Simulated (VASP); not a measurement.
# Mg13Cd3O16 (P1) in VASP: single point with HSE06

Aim: the single point of Mg13Cd3O16 with HSE06.

Program: VASP 6.6.1. These are calculated values, not measurements. Logs are shortened: lines on timing, memory, paths and dates and some standing lists are left out, and cuts for length are marked.

## (1) The cell of the first run

The typed cell holds 64 atoms: a = 8.659 Å, b = 8.659 Å, c = 8.659 Å, α = 90.00°, β = 90.00°, γ = 90.00°.

## (2) Single point, HSE06

File POSCAR:

```
Mg13Cd3O16
1.0
    8.6589230000      0.0000000000      0.0000000000
    0.0000000000      8.6589230000      0.0000000000
    0.0000000000      0.0000000000      8.6589230000
O Mg Cd
32 26 6
Direct
    0.2462470000      0.0146840000      0.9990000000
    0.2341480000      0.0163010000      0.5031330000
    0.2468420000      0.4837110000      0.9871820000
    0.2458670000      0.4848830000      0.5140010000
    0.7520430000      0.0029440000      0.9996870000
    0.7621750000      0.0035110000      0.5012300000
    0.7507620000      0.4968380000      0.9983580000
    0.7518770000      0.4972310000      0.5024300000
    0.9962390000      0.2513350000      0.0007530000
    0.9962360000      0.2543060000      0.5000950000
    0.9851460000      0.7491400000      0.0005250000
    0.9853950000      0.7485720000      0.4998820000
    0.5021850000      0.2520160000      0.0005910000
    0.5018050000      0.2629410000      0.5002230000
    0.5142390000      0.7468390000      0.0008100000
    0.5149710000      0.7358000000      0.5001250000
    0.9988130000      0.9857240000      0.2479250000
    0.9999830000      0.9848060000      0.7525460000
    0.9872320000      0.5169650000      0.2498210000
    0.9982030000      0.5154720000      0.7512250000
    0.5021550000      0.9968320000      0.2371740000
    0.4998860000      0.9961160000      0.7633060000
    0.5117630000      0.5028810000      0.2479880000
    0.5013950000      0.5024140000      0.7524790000
    0.2672020000      0.2371430000      0.2513180000
    0.2658940000      0.2471640000      0.7504880000
    0.2561600000      0.7659940000      0.2512810000
    0.2549380000      0.7517000000      0.7504420000
    0.7362630000      0.2480340000      0.2505830000
    0.7356560000      0.2485650000      0.7497950000
    0.7474930000      0.7527470000      0.2506870000
    0.7474430000      0.7508870000      0.7501490000
    0.9972000000      0.9974770000      0.0001130000
    0.9975560000      0.9972400000      0.5007860000
    0.9947170000      0.5025150000      0.9976550000
    0.9949390000      0.5028400000      0.5033840000
    0.5029490000      0.0016600000      0.0002630000
    0.5054120000      0.4982460000      0.9984370000
    0.5053630000      0.4987020000      0.5029160000
    0.2560110000      0.2484620000      0.9980100000
    0.2537810000      0.2503250000      0.5030290000
    0.7459400000      0.2498340000      0.0001220000
    0.7472400000      0.2516720000      0.5007030000
    0.7494750000      0.7501810000      0.0000580000
    0.7506250000      0.7482850000      0.5007560000
    0.2499550000      0.0026460000      0.2473080000
    0.2501080000      0.0019580000      0.7531620000
    0.2524880000      0.4976100000      0.7507220000
    0.7497320000      0.9992270000      0.2481160000
    0.7495000000      0.9985740000      0.7523280000
    0.7484980000      0.5015460000      0.2503160000
    0.7479710000      0.5015090000      0.7505780000
    0.9903840000      0.7521700000      0.2502840000
    0.9934510000      0.7501680000      0.7507890000
    0.5025550000      0.2503670000      0.2481570000
    0.5009430000      0.2520770000      0.7525980000
    0.5071920000      0.7501170000      0.2477510000
    0.5047970000      0.7479250000      0.7531650000
    0.4996420000      0.0004160000      0.5001450000
    0.2493930000      0.7502550000      0.0002600000
    0.2483950000      0.7499350000      0.5012870000
    0.2505480000      0.4988260000      0.2506720000
    0.0000210000      0.2492510000      0.2505740000
    0.0009160000      0.2498380000      0.7503010000
```

File INCAR.step1:

```
ALGO = Normal ; EDIFF = 1E-5
ENCUT = 520 ; GGA = PE
ISIF = 2 ; ISMEAR = -1
LASPH = True ; LCHARG = False
LREAL = Auto ; LWAVE = True
NBANDS = 196 ; NELM = 60
PREC = Accurate ; SIGMA = 0.05
```

File INCAR.step2:

```
ALGO = Normal ; EDIFF = 1E-6
ENCUT = 520 ; GGA = PE
HFSCREEN = 0.2079 ; ISIF = 2
ISMEAR = -1 ; ISTART = 1
LASPH = True ; LCHARG = False
LHFCALC = True ; LREAL = Auto
LWAVE = False ; NBANDS = 196
NELM = 60 ; PREC = Accurate
PRECFOCK = Fast ; SIGMA = 0.05
```

File KPOINTS:

```
k-points
0
Gamma
  1 1 1
```

Potentials or basis: VASP PAW PBE potentials, release 64 (O, Mg, Cd).

Run with:

```
$ cat potpaw_PBE.64/O/POTCAR potpaw_PBE.64/Mg/POTCAR potpaw_PBE.64/Cd/POTCAR > POTCAR
$ cp INCAR.step1 INCAR
$ mpirun -np 1 vasp_gam > vasp.out
$ cp INCAR.step2 INCAR
$ mpirun -np 1 vasp_gam > vasp.out
```

OUTCAR:

```text
EDIFF = 1E-6
   ENCUT = 520
   GGA = PE
   HFSCREEN = 0.2079
   ISIF = 2
   ISMEAR = -1
   ISTART = 1
   LASPH = True
   LHFCALC = True
   LREAL = Auto
   NELM = 60
   PREC = Accurate
   PRECFOCK = Fast

 ion  position               nearest neighbor table
   1  0.246  0.015  0.999-  40 2.03  47 2.13  46 2.15  33 2.16  37 2.23  60 2.29
   2  0.234  0.016  0.503-  41 2.03  34 2.06  47 2.17  46 2.22  59 2.30  61 2.31
   3  0.247  0.484  0.987-  40 2.04  48 2.05  35 2.19  38 2.24  62 2.29  60 2.31
   4  0.246  0.485  0.514-  41 2.03  48 2.05  36 2.18  39 2.25  62 2.28  61 2.30
   5  0.752  0.003  1.000-  33 2.12  42 2.14  50 2.14  49 2.15  37 2.16  44 2.19
   6  0.762  0.004  0.501-  34 2.04  43 2.15  50 2.18  49 2.19  45 2.21  59 2.27
[... 76 lines left out ...]
  58  0.505  0.748  0.753-  32 2.10  24 2.13  15 2.15  22 2.15  28 2.16  16 2.20  52 3.00  44 3.01
                            38 3.03  50 3.03  45 3.05  39 3.06  37 3.07  60 3.08  48 3.08  59 3.10
  59  0.500  0.000  0.500-  14 2.27   6 2.27  21 2.28  22 2.28  16 2.30   2 2.30  41 3.04  43 3.05
                            61 3.07  55 3.07  50 3.07  49 3.07  46 3.08  47 3.08  57 3.08  45 3.08
  60  0.249  0.750  0.000-  28 2.16  27 2.18  11 2.29   1 2.29  15 2.29   3 2.31  47 3.05  33 3.06
                            46 3.06  62 3.07  48 3.07  35 3.08  58 3.08  37 3.09  57 3.09  54 3.09
  61  0.248  0.750  0.501-  28 2.16  27 2.17  12 2.28   4 2.30   2 2.31  16 2.31  34 3.05  36 3.07
                            59 3.07  62 3.07  48 3.07  47 3.09  54 3.09  46 3.10  39 3.11  58 3.11
  62  0.251  0.499  0.251-  23 2.26  25 2.27   4 2.28  19 2.29   3 2.29  27 2.31  63 3.06  55 3.06
                            41 3.07  61 3.07  60 3.07  40 3.08  39 3.10  38 3.10  57 3.11  36 3.11
  63  0.000  0.249  0.251-  10 2.16   9 2.16  17 2.28  29 2.28  25 2.32  19 2.32  46 3.04  62 3.06
                            49 3.06  34 3.08  33 3.08  43 3.08  51 3.08  42 3.09  41 3.10  35 3.10
  64  0.001  0.250  0.750-  10 2.17   9 2.17  26 2.29  18 2.29  30 2.30  20 2.30  47 3.04  48 3.06
                            36 3.06  35 3.06  41 3.06  34 3.07  33 3.07  50 3.08  40 3.08  43 3.08

  LATTYP: Found a simple cubic cell.
 ALAT       =     8.6589230000

  Lattice vectors:

 A1 = (   8.6589230000,   0.0000000000,   0.0000000000)
 A2 = (   0.0000000000,   8.6589230000,   0.0000000000)
 A3 = (   0.0000000000,   0.0000000000,   8.6589230000)

Analysis of symmetry for initial positions (statically):
=====================================================================
 Subroutine PRICEL returns:
 Original cell was already a primitive cell.

 Routine SETGRP: Setting up the symmetry group for a
 simple cubic supercell.

 Subroutine GETGRP returns: Found  1 space group operations
 (whereof  1 operations were pure point group operations)
 out of a pool of 48 trial point group operations.

The static configuration has the point symmetry C_1 .

Analysis of symmetry for dynamics (positions and initial velocities):
=====================================================================
 Subroutine PRICEL returns:
 Original cell was already a primitive cell.

 Routine SETGRP: Setting up the symmetry group for a
 simple cubic supercell.

 Subroutine GETGRP returns: Found  1 space group operations
 (whereof  1 operations were pure point group operations)
 out of a pool of 48 trial point group operations.

The dynamic configuration has the point symmetry C_1 .

 Subroutine INISYM returns: Found  1 space group operations
 (whereof  1 operations are pure point group operations),
 and found     1 'primitive' translations

----------------------------------------------------------------------------------------

                                     Primitive cell

  volume of cell :     649.2196

  direct lattice vectors                    reciprocal lattice vectors
     8.658923000  0.000000000  0.000000000     0.115487804  0.000000000  0.000000000
[... 158 lines left out ...]
     0.000000000  0.000000000  0.000000000

 Subroutine IBZKPT returns following result:
 ===========================================

 Found      1 irreducible k-points:

 Following reciprocal coordinates:
            Coordinates               Weight
  0.000000  0.000000  0.000000      1.000000
   k-points           NKPTS =      1   k-points in BZ     NKDIM =      1   number of bands    NBANDS=    196
   number of dos      NEDOS =    301   number of ions     NIONS =     64
   total plane-waves  NPLWV = 262144
   dimension x,y,z NGX =    64 NGY =   64 NGZ =   64
   dimension x,y,z NGXF=   128 NGYF=  128 NGZF=  128
   ions per type =              32  26   6
   NGX,Y,Z   is equivalent  to a cutoff of  12.29, 12.29, 12.29 a.u.
   NGXF,Y,Z  is equivalent  to a cutoff of  24.58, 24.58, 24.58 a.u.
 SYSTEM =  unknown system
   PREC   = accura    normal or accurate (medium, high low for compatibility)
   ISTART =      1    job   : 0-new  1-cont  2-samecut
   ICHARG =      0    charge: 1-file 2-atom 10-const
   ISPIN  =      1    spin polarized calculation?
   LNONCOLLINEAR =      F non collinear calculations
   LSORBIT =      F    spin-orbit coupling
   LASPH  =      T    aspherical Exc in radial PAW
   ENCUT  =  520.0 eV  38.22 Ry    6.18 a.u.  16.10 16.10 16.10*2*pi/ulx,y,z
   NELM   =     60;   NELMIN=  2; NELMDL=  0     # of ELM steps
   EDIFF  = 0.1E-05   stopping-criterion for ELM
   LREAL  =      T    real-space projection
   EDIFFG = 0.1E-04   stopping-criterion for IOM
   NSW    =      0    number of steps for IOM
   IBRION =     -1    ionic relax: 0-MD 1-quasi-New 2-CG
   NFREE  =      0    steps in history (QN), initial steepest desc. (CG)
   ISIF   =      2    stress and relaxation
   ISYM   =      3    0-nonsym 1-usesym 2-fastsym
   POTIM  = 0.5000    time-step for ionic-motion
   TEBEG  =    0.0;   TEEND  =   0.0 temperature during run
   PSTRESS=    0.0 pullay stress
   NELECT =     316.0000    total number of electrons
   NUPDOWN=      -1.0000    fix difference up-down
   EMIN   =  10.00;   EMAX   =-10.00  energy-range for DOS
   EFERMI =   0.00;   METHOD = LEGACY
   ISMEAR =    -1;   SIGMA  =   0.05  broadening in eV -4-tet -1-fermi 0-gaus
   EFERMI_NEDOS =   21; number of points for ismear=-14 and -15
   IALGO  =     38    algorithm
   IMIX   =      1    mixing-type and parameters
     AMIX     =   0.40;   BMIX     =  1.00
     AMIX_MAG =   1.60;   BMIX_MAG =  1.00
  volume/ion in A,a.u.               =      10.14        68.46
  Fermi-wavevector in a.u.,A,eV,Ry     =   1.287775  2.433542 22.563417  1.658364
  Thomas-Fermi vector in A             =   2.419769
   LORBIT       =      0    0 simple, 1 ext, 2 COOP (PROOUT), +10 PAW based schemes
   GGA     = PE    functional components
   LHFCALC =     T    Hartree Fock is set to
   PRECFOCK=fast      Normal, Fast or Accurate (Low or Medium for compatibility)
   ENCUT4O =  -1.0   cutoff for four orbital integrals eV
   NKREDX  =     1    reduce k-point grid by
   NKREDY  =     1    reduce k-point grid by
   NKREDZ  =     1    reduce k-point grid by
   AEXX    =    0.2500 exact exchange contribution
   HFSCREEN=    0.2079 screening length (either q_TF or 0.3 A-1)
   HFSCREENC=   0.2079 screening length for correlation (either q_TF or 0.3 A-1)
   ENCUTFOCK=  -1.0 apply spherical cutoff to Coloumb kernel
   IVDW    =     0    specifies the selected vdW correction
   LEPSILON=     F    determine dielectric tensor
   LRPA    =     F    only Hartree local field effects (RPA)
 non-spin polarized calculation
  energy-cutoff  :      520.00
  volume of cell :      649.22
 maximum number of plane-waves:      8731
  NGX = 36; NGY = 36; NGZ = 36

 number of electron     315.9999903 magnetization

 Free energy of the ion-electron system (eV)
  ---------------------------------------------------
  ext. energy  EPLUGINS =         0.00000000
  ---------------------------------------------------
  free energy    TOTEN  =      -425.57929486 eV

  energy without entropy =     -425.57929486  energy(sigma->0) =     -425.57929486

 E-fermi :   3.5190     XC(G=0):  -9.1580

 val. band max:        2.2979180814   @ k =   0.0000   0.0000   0.0000
 cond. band min:       6.3015468774   @ k =   0.0000   0.0000   0.0000
 fundamental gap:      4.0036287959
 Fermi energy:         3.5189869923

 k-point     1 :       0.0000    0.0000    0.0000
  band No.  band energies     occupation
      1     -17.1506      2.00000
      2     -16.6374      2.00000
      3     -16.5011      2.00000
      4     -16.4836      2.00000
      5     -16.4757      2.00000
      6     -16.4598      2.00000
[... 162 lines left out ...]
    169      10.6708      0.00000
    170      11.1215      0.00000
 [bands above 170 left out]

------------------------ aborting loop because EDIFF is reached ----------------------------------------

  FORCE on cell =-STRESS in cart. coord.  units (eV):
  Direction    XX          YY          ZZ          XY          YZ          ZX
  --------------------------------------------------------------------------------------
  -------------------------------------------------------------------------------------
  Total       -3.9063965     -4.0633307     -2.5785316     -1.3716878      0.0288214     -0.1879363
  in kB       -9.6404048    -10.0276951     -6.3634320     -3.3851213      0.0711269     -0.4637988
  external PRESSURE =      -8.6771773 kB  Pullay stress =       0.0000000 kB

 VOLUME and BASIS-vectors are now :
 -----------------------------------------------------------------------------
  energy-cutoff  :      520.00
  volume of cell :      649.22
      direct lattice vectors                 reciprocal lattice vectors
     8.658923000  0.000000000  0.000000000     0.115487804  0.000000000  0.000000000
     0.000000000  8.658923000  0.000000000     0.000000000  0.115487804  0.000000000
     0.000000000  0.000000000  8.658923000     0.000000000  0.000000000  0.115487804

 POSITION                                       TOTAL-FORCE (eV/Angst)
 -----------------------------------------------------------------------------------
      2.13223      0.12715      8.65026        -0.059321      0.105170     -0.026698
      2.02747      0.14115      4.35659        -0.083416      0.106518      0.009995
      2.13739      4.18842      8.54793        -0.007249     -0.071258     -0.032606
      2.12894      4.19856      4.45070        -0.040258     -0.092675      0.069165
      6.51188      0.02549      8.65621         0.038145      0.043331     -0.010589
      6.59961      0.03040      4.34011         0.075241      0.034740     -0.005667
[... 56 lines left out ...]
      0.00018      2.15825      2.16970        -0.036615     -0.039324      0.000294
      0.00793      2.16333      6.49680         0.003434     -0.002883     -0.002182
 -----------------------------------------------------------------------------------
    total drift:                                0.009506     -0.007342     -0.024132

  FREE ENERGIE OF THE ION-ELECTRON SYSTEM (eV)
  ---------------------------------------------------
  free  energy   TOTEN  =      -425.5792948604 eV

  energy  without entropy=     -425.5792948603  energy(sigma->0) =     -425.57929486
```

Wall time 21 min (1 thread of Oxide Virtual Turin-like, shared host); peak memory 0.75 GiB.

Results:

```
Free energy            : -425.5793 eV
Pressure               : -0.9 GPa
Largest force          : 0.147 eV/Å
Band gap on the k mesh : 4.00 eV
```

Forces in eV/Å, atoms in the order of the input:
```
O   -0.059  0.105 -0.027
O   -0.083  0.107  0.010
O   -0.007 -0.071 -0.033
O   -0.040 -0.093  0.069
O    0.038  0.043 -0.011
O    0.075  0.035 -0.006
O    0.030 -0.045 -0.018
O    0.039 -0.051  0.016
O   -0.017  0.019  0.009
O   -0.023  0.041 -0.011
O   -0.054 -0.009  0.026
O   -0.059 -0.013  0.010
O    0.006  0.030  0.009
O   -0.006  0.068 -0.023
O    0.069 -0.043 -0.008
O    0.077 -0.066 -0.014
O    0.024 -0.098 -0.002
O    0.029 -0.098  0.036
O   -0.029  0.099 -0.015
O   -0.007  0.100 -0.012
O    0.018 -0.034 -0.048
O   -0.024 -0.055  0.054
O    0.026  0.031 -0.035
O   -0.010  0.042  0.016
O    0.086 -0.083  0.003
O    0.088 -0.045 -0.027
O    0.029  0.060 -0.005
O    0.045  0.025 -0.012
O   -0.095 -0.018  0.030
O   -0.090 -0.011  0.004
O   -0.032  0.032  0.011
O   -0.031  0.022 -0.009
Mg  -0.045 -0.043 -0.002
Mg  -0.038 -0.041  0.000
Mg  -0.093  0.040 -0.043
Mg  -0.094  0.031  0.049
Mg   0.049  0.042  0.003
Mg   0.094 -0.038 -0.041
Mg   0.099 -0.035  0.046
Mg   0.092 -0.041 -0.053
Mg   0.041 -0.002  0.057
Mg  -0.079  0.000 -0.003
Mg  -0.034  0.050 -0.001
Mg  -0.001  0.001  0.002
Mg   0.034 -0.049 -0.003
Mg   0.009  0.030 -0.046
Mg   0.003  0.049  0.047
Mg   0.048 -0.051 -0.002
Mg  -0.010 -0.047 -0.046
Mg  -0.003 -0.043  0.050
Mg  -0.038  0.047  0.002
Mg  -0.041  0.042 -0.001
Mg  -0.143  0.034 -0.002
Mg  -0.096 -0.002  0.000
Mg   0.041 -0.007 -0.044
Mg  -0.006  0.045  0.047
Mg   0.124  0.005 -0.042
Mg   0.080 -0.040  0.046
Cd   0.038  0.035 -0.003
Cd  -0.005  0.035 -0.037
Cd  -0.044 -0.005  0.034
Cd   0.039 -0.026  0.001
Cd  -0.037 -0.039  0.000
Cd   0.003 -0.003 -0.002
```

Stress tensor (GPa, compression positive):
```
-0.96 -0.34 -0.05
-0.34 -1.00  0.01
-0.05  0.01 -0.64
```

Caveat: the k points lie up to 0.73 Å⁻¹ apart; the PAW data sets were made with another functional, which shifts forces and pressure a little; an odd mesh through Γ misses points on the zone boundary, where band edges can lie.
